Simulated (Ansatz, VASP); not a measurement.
**One calculation of W, two programs**

```
W
1.0
    -1.58516    1.58516    1.58516
     1.58516   -1.58516    1.58516
     1.58516    1.58516   -1.58516
W
1
Direct
  0.00000 0.00000 0.00000
```

Alike in both runs: task relaxation of cell and atoms; functional PBE; k mesh 8 × 8 × 8; occupations gaussian, width 0.1 eV; no spin polarisation.

|  | VASP | Ansatz |
| --- | --- | --- |
| version | VASP 6.6.1 | Ansatz 0.2.0 |
| potentials or method | VASP PAW PBE potentials, release 64 (W_sv), cutoff 600 eV | scalar-relativistic, plane waves, PAW |
| valence electrons in the cell | 14 | 14 |

```csv
,VASP,Ansatz,Ansatz less VASP
"gap on the k mesh at the Fermi level, each at its own relaxed structure (eV)",none,none,-
relaxed volume (Å³/atom),16.19,16.17,-0.020
relaxed cell length with the largest relative difference (Å),2.760,2.759,-0.0011
```

A gap of «none» marks a metal or a gap that the smearing closes.

Spin-orbit coupling is off throughout.
